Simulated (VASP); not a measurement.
# S (P1) in VASP: single point with PBE

Aim: the single point of S with PBE.

All numbers are computed with VASP 6.6.1; they aren't measurements. Logs are shortened: lines on timing, memory, paths and dates and some standing lists are left out, and cuts for length are marked.

**1. The cell of the first run**

The typed cell holds 4 atoms: a = 5.198 Å, b = 5.458 Å, c = 5.559 Å, α = 115.19°, β = 90.25°, γ = 90.20°.

The cell was generated, and may not be a known phase.

**2. Single point, PBE**

INCAR

```
SYSTEM = S
PREC = Accurate
ENCUT = 500
EDIFF = 1E-6
ISMEAR = 0
SIGMA = 0.02
LREAL = .FALSE.
LASPH = .TRUE.
NELM = 120
ALGO = Normal
ISIF = 2
LWAVE = .FALSE.
LCHARG = .FALSE.
GGA = PE
NBANDS = 20
GGA_COMPAT = .FALSE.
```

KPOINTS

```
regular mesh
0
G
  6 6 6
  0 0 0
```

POSCAR

```
S
1.0
    5.1978551563     -0.0012504824      0.0686642735
   -0.0121921319      5.4420739470     -0.4099956742
   -0.0936507325     -1.9813711130      5.1927832688
S
4
Direct
    0.7179248172      0.6947158551      0.3965501105
    0.2201818153      0.1505624903      0.5245504244
    0.9739421697      0.8833710459      0.2425181059
    0.4762844222      0.9618957038      0.6785712083
```

Potentials or basis: VASP PAW PBE potentials, release 64 (S).

Started as:

```sh
$ cat potpaw_PBE.64/S/POTCAR > POTCAR
$ mpirun -np 1 vasp_std > vasp.out
```

OUTCAR:

```text
SYSTEM = S
   PREC = Accurate
   ENCUT = 500
   EDIFF = 1E-6
   ISMEAR = 0
   LREAL = .FALSE.
   LASPH = .TRUE.
   NELM = 120
   ISIF = 2
   GGA = PE

 ion  position               nearest neighbor table
   1  0.718  0.695  0.397-   4 2.06   3 2.08
   2  0.220  0.151  0.525-   3 2.06   4 2.08
   3  0.974  0.883  0.243-   2 2.06   1 2.08
   4  0.476  0.962  0.679-   1 2.06   2 2.08

  LATTYP: Found a triclinic cell.
 ALAT       =     5.9044664443
 B/A-ratio  =     0.9243019531
 C/A-ratio  =     0.8804028048
 COS(alpha) =     0.0034660143
 COS(beta)  =     0.0073656867
 COS(gamma) =     0.5236449383

  Lattice vectors:

 A1 = (  -0.1058428644,   3.4607028340,   4.7827875946)
 A2 = (  -0.0121921319,   5.4420739470,  -0.4099956742)
 A3 = (  -5.1978551563,   0.0012504824,  -0.0686642735)

Analysis of symmetry for initial positions (statically):
=====================================================================
 Subroutine PRICEL returns:
 Original cell was already a primitive cell.

 Routine SETGRP: Setting up the symmetry group for a
 triclinic supercell.

 Subroutine GETGRP returns: Found  1 space group operations
 (whereof  1 operations were pure point group operations)
 out of a pool of  2 trial point group operations.

The static configuration has the point symmetry C_1 .

Analysis of symmetry for dynamics (positions and initial velocities):
=====================================================================
 Subroutine PRICEL returns:
 Original cell was already a primitive cell.

 Routine SETGRP: Setting up the symmetry group for a
 triclinic supercell.

 Subroutine GETGRP returns: Found  1 space group operations
 (whereof  1 operations were pure point group operations)
 out of a pool of  2 trial point group operations.

The dynamic configuration has the point symmetry C_1 .

 Subroutine INISYM returns: Found  1 space group operations
 (whereof  1 operations are pure point group operations),
 and found     1 'primitive' translations

----------------------------------------------------------------------------------------

                                     Primitive cell

  volume of cell :     142.7029

  direct lattice vectors                    reciprocal lattice vectors
     5.197855156 -0.001250482  0.068664273     0.192337802  0.000712722  0.003740719
    -0.012192132  5.442073947 -0.409995674    -0.000907872  0.189188663  0.072170917
    -0.093650733 -1.981371113  5.192783269    -0.002614967  0.014927947  0.198223738

  length of vectors
     5.198308818  5.457509867  5.558740867     0.192375495  0.202489051  0.198802243

  position of ions in fractional coordinates (direct lattice)
     0.717924817  0.694715855  0.396550111
     0.220181815  0.150562490  0.524550424
     0.973942170  0.883371046  0.242518106
     0.476284422  0.961895704  0.678571208

  ion indices of the primitive-cell ions
   primitive index   ion index
                 1           1
                 2           2
                 3           3
                 4           4

----------------------------------------------------------------------------------------

 KPOINTS: regular mesh

Automatic generation of k-mesh.
 Grid dimensions read from file:
 generate k-points for:    6    6    6

 Generating k-lattice:

  Cartesian coordinates                     Fractional coordinates (reciprocal lattice)
     0.032056300  0.000118787  0.000623453     0.166666667 -0.000000000  0.000000000
    -0.000151312  0.031531444  0.012028486     0.000000000  0.166666667 -0.000000000
    -0.000435828  0.002487991  0.033037290    -0.000000000  0.000000000  0.166666667

  Length of vectors
     0.032062583  0.033748175  0.033133707

  Shift w.r.t. Gamma in fractional coordinates (k-lattice)
     0.000000000  0.000000000  0.000000000

 Subroutine IBZKPT returns following result:
 ===========================================

 Found    112 irreducible k-points:

 Following reciprocal coordinates:
            Coordinates               Weight
  0.000000  0.000000  0.000000      1.000000
  0.166667 -0.000000 -0.000000      2.000000
  0.333333  0.000000  0.000000      2.000000
  0.500000  0.000000 -0.000000      1.000000
  0.000000  0.166667  0.000000      2.000000
  0.166667  0.166667  0.000000      2.000000
[... 16 lines left out ...]
  0.333333 -0.000000  0.166667      2.000000
  0.500000 -0.000000  0.166667      2.000000
 [... further k-points ...]
   k-points           NKPTS =    112   k-points in BZ     NKDIM =    112   number of bands    NBANDS=     20
   number of dos      NEDOS =    301   number of ions     NIONS =      4
   total plane-waves  NPLWV =  67200
   dimension x,y,z NGX =    40 NGY =   40 NGZ =   42
   dimension x,y,z NGXF=    80 NGYF=   80 NGZF=   84
   ions per type =               4
   NGX,Y,Z   is equivalent  to a cutoff of  12.79, 12.18, 12.56 a.u.
   NGXF,Y,Z  is equivalent  to a cutoff of  25.58, 24.37, 25.12 a.u.
 SYSTEM =  S
   PREC   = accura    normal or accurate (medium, high low for compatibility)
   ISTART =      0    job   : 0-new  1-cont  2-samecut
   ICHARG =      2    charge: 1-file 2-atom 10-const
   ISPIN  =      1    spin polarized calculation?
   LNONCOLLINEAR =      F non collinear calculations
   LSORBIT =      F    spin-orbit coupling
   LASPH  =      T    aspherical Exc in radial PAW
   ENCUT  =  500.0 eV  36.75 Ry    6.06 a.u.   9.48  9.95 10.13*2*pi/ulx,y,z
   NELM   =    120;   NELMIN=  2; NELMDL= -5     # of ELM steps
   EDIFF  = 0.1E-05   stopping-criterion for ELM
   LREAL  =      F    real-space projection
   EDIFFG = 0.1E-04   stopping-criterion for IOM
   NSW    =      0    number of steps for IOM
[... 5 lines left out ...]
   TEBEG  =    0.0;   TEEND  =   0.0 temperature during run
   PSTRESS=    0.0 pullay stress
   NELECT =      24.0000    total number of electrons
   NUPDOWN=      -1.0000    fix difference up-down
   EMIN   =  10.00;   EMAX   =-10.00  energy-range for DOS
   EFERMI =   0.00;   METHOD = LEGACY
   ISMEAR =     0;   SIGMA  =   0.02  broadening in eV -4-tet -1-fermi 0-gaus
   EFERMI_NEDOS =   21; number of points for ismear=-14 and -15
   IALGO  =     38    algorithm
   IMIX   =      4    mixing-type and parameters
     AMIX     =   0.40;   BMIX     =  1.00
     AMIX_MAG =   1.60;   BMIX_MAG =  1.00
  volume/ion in A,a.u.               =      35.68       240.75
  Fermi-wavevector in a.u.,A,eV,Ry     =   0.903652  1.707654 11.110329  0.816586
  Thomas-Fermi vector in A             =   2.027003
   LORBIT       =      0    0 simple, 1 ext, 2 COOP (PROOUT), +10 PAW based schemes
   GGA     = PE    functional components
   LHFCALC =     F    Hartree Fock is set to
   AEXX    =    0.0000 exact exchange contribution
   IVDW    =     0    specifies the selected vdW correction
   LEPSILON=     F    determine dielectric tensor
   LRPA    =     F    only Hartree local field effects (RPA)
 non-spin polarized calculation
 Gauss-broadening in eV      SIGMA  =   0.02
  energy-cutoff  :      500.00
  volume of cell :      142.70
 maximum number of plane-waves:      3644
 NGX is ok and might be reduce to    40
   NGX = 19   NGY = 19   NGZ = 21

 number of electron      23.9999999 magnetization

 Free energy of the ion-electron system (eV)
  ---------------------------------------------------
  ext. energy  EPLUGINS =         0.00000000
  ---------------------------------------------------
  free energy    TOTEN  =       -16.40680710 eV

  energy without entropy =      -16.40680710  energy(sigma->0) =      -16.40680710

 E-fermi :   0.0537     XC(G=0):  -6.7077

 val. band max:       -0.0288000872   @ k =   0.0000   0.5000   0.0000
 cond. band min:       1.8527787444   @ k =   0.0000   0.1667   0.1667
 fundamental gap:      1.8815788316
 Fermi energy:         0.0537013194

 k-point     1 :       0.0000    0.0000    0.0000
  band No.  band energies     occupation
      1     -16.3049      2.00000
      2     -13.5070      2.00000
      3     -13.4010      2.00000
      4      -8.4523      2.00000
      5      -6.8876      2.00000
      6      -4.2672      2.00000
[... 12 lines left out ...]
     19       7.8881      0.00000
     20       8.0844      0.00000

 k-point     2 :       0.1667   -0.0000   -0.0000
  band No.  band energies     occupation
      1     -16.2148      2.00000
      2     -14.2457      2.00000
      3     -12.5947      2.00000
      4      -8.9393      2.00000
      5      -6.4209      2.00000
      6      -4.4371      2.00000
[... 12 lines left out ...]
     19       7.3258      0.00000
     20       8.3152      0.00000

 k-point     3 :       0.3333    0.0000    0.0000
  band No.  band energies     occupation
      1     -15.9486      2.00000
      2     -14.9418      2.00000
      3     -11.6909      2.00000
      4      -9.8174      2.00000
      5      -5.6026      2.00000
      6      -4.4962      2.00000
[... 12 lines left out ...]
     19       7.5837      0.00000
     20       7.6515      0.00000

 k-point     4 :       0.5000    0.0000   -0.0000
  band No.  band energies     occupation
      1     -15.5183      2.00000
      2     -15.5173      2.00000
      3     -10.7575      2.00000
      4     -10.7562      2.00000
      5      -4.7829      2.00000
      6      -4.7817      2.00000
[... 12 lines left out ...]
     19       6.9706      0.00000
     20       6.9887      0.00000

 k-point     5 :       0.0000    0.1667    0.0000
  band No.  band energies     occupation
      1     -16.2971      2.00000
      2     -13.5144      2.00000
      3     -13.4060      2.00000
      4      -8.4590      2.00000
      5      -6.8922      2.00000
      6      -4.4110      2.00000
[... 12 lines left out ...]
     19       7.7948      0.00000
     20       7.9525      0.00000

 k-point     6 :       0.1667    0.1667    0.0000
  band No.  band energies     occupation
      1     -16.2073      2.00000
      2     -14.2480      2.00000
      3     -12.6053      2.00000
      4      -8.9497      2.00000
      5      -6.4207      2.00000
      6      -4.5425      2.00000
[... 12 lines left out ...]
     19       7.3371      0.00000
     20       8.1839      0.00000

 k-point     7 :       0.3333    0.1667    0.0000
  band No.  band energies     occupation
      1     -15.9419      2.00000
      2     -14.9404      2.00000
      3     -11.7056      2.00000
      4      -9.8322      2.00000
      5      -5.5965      2.00000
      6      -4.5818      2.00000
[... 12 lines left out ...]
     19       7.1599      0.00000
     20       7.6926      0.00000
[... 277 lines left out ...]
 k-point    20 :       0.5000    0.5000    0.0000
  band No.  band energies     occupation
      1     -15.5000      2.00000
      2     -15.4990      2.00000
      3     -10.8230      2.00000
      4     -10.8220      2.00000
      5      -4.7605      2.00000
      6      -4.7559      2.00000
[... 12 lines left out ...]
     19       7.2714      0.00000
     20       7.2788      0.00000

 k-point    21 :       0.0000   -0.0000    0.1667
  band No.  band energies     occupation
      1     -16.2981      2.00000
      2     -13.5119      2.00000
      3     -13.4081      2.00000
      4      -8.4521      2.00000
      5      -6.8933      2.00000
      6      -4.4164      2.00000
[... 12 lines left out ...]
     19       7.9075      0.00000
     20       7.9820      0.00000

 k-point    22 :       0.1667   -0.0000    0.1667
  band No.  band energies     occupation
      1     -16.2082      2.00000
      2     -14.2481      2.00000
      3     -12.6047      2.00000
      4      -8.9448      2.00000
      5      -6.4196      2.00000
      6      -4.5413      2.00000
[... 12 lines left out ...]
     19       7.3581      0.00000
     20       8.2084      0.00000

 k-point    23 :       0.3333   -0.0000    0.1667
  band No.  band energies     occupation
      1     -15.9428      2.00000
      2     -14.9409      2.00000
      3     -11.7045      2.00000
      4      -9.8290      2.00000
      5      -5.5934      2.00000
      6      -4.5804      2.00000
[... 12 lines left out ...]
     19       7.2061      0.00000
     20       7.6656      0.00000

 k-point    24 :       0.5000   -0.0000    0.1667
  band No.  band energies     occupation
      1     -15.5145      2.00000
      2     -15.5135      2.00000
      3     -10.7722      2.00000
      4     -10.7706      2.00000
      5      -4.7737      2.00000
      6      -4.7732      2.00000
[... 12 lines left out ...]
     19       7.1304      0.00000
     20       7.1452      0.00000

 [... further k-points ...]

------------------------ aborting loop because EDIFF is reached ----------------------------------------

  FORCE on cell =-STRESS in cart. coord.  units (eV):
  Direction    XX          YY          ZZ          XY          YZ          ZX
  --------------------------------------------------------------------------------------
  -------------------------------------------------------------------------------------
  Total       -0.3957406     -0.2499186     -0.2761648      0.0000937     -0.0207130     -0.0009711
  in kB       -4.4431246     -2.8059271     -3.1006036      0.0010517     -0.2325521     -0.0109032
  external PRESSURE =      -3.4498851 kB  Pullay stress =       0.0000000 kB

 VOLUME and BASIS-vectors are now :
 -----------------------------------------------------------------------------
  energy-cutoff  :      500.00
  volume of cell :      142.70
      direct lattice vectors                 reciprocal lattice vectors
     5.197855156 -0.001250482  0.068664273     0.192337802  0.000712722  0.003740719
    -0.012192132  5.442073947 -0.409995674    -0.000907872  0.189188663  0.072170917
    -0.093650733 -1.981371113  5.192783269    -0.002614967  0.014927947  0.198223738

 POSITION                                       TOTAL-FORCE (eV/Angst)
 -----------------------------------------------------------------------------------
      3.68606      2.99408      1.82366        -0.003377      0.101426      0.027321
      1.09351     -0.22023      2.67727        -0.002872     -0.102162     -0.027806
      5.02893      4.32563      0.96404         0.001888     -0.018505      0.102728
      2.40038      3.88961      3.16200         0.004361      0.019240     -0.102243
 -----------------------------------------------------------------------------------
    total drift:                               -0.000005      0.000275      0.000231

  FREE ENERGIE OF THE ION-ELECTRON SYSTEM (eV)
  ---------------------------------------------------
  free  energy   TOTEN  =       -16.4068070994 eV

  energy  without entropy=      -16.4068070994  energy(sigma->0) =      -16.40680710
```

Wall time 83 s (1 thread of Intel Xeon 6975P-C (Granite Rapids), shared host); peak memory 0.37 GiB.

What came out:

- Free energy: -16.4068 eV
- Pressure: -0.3 GPa
- Largest force: 0.106 eV/Å
- Band gap on the k mesh: 1.88 eV (least direct gap 1.90 eV)

Forces on the atoms (eV/Å):
```
S   -0.003  0.101  0.027
S   -0.003 -0.102 -0.028
S    0.002 -0.019  0.103
S    0.004  0.019 -0.102
```

Stress tensor (GPa, compression positive):
```
-0.44  0.00  0.00
 0.00 -0.28 -0.02
 0.00 -0.02 -0.31
```

A k mesh can miss the band edges.
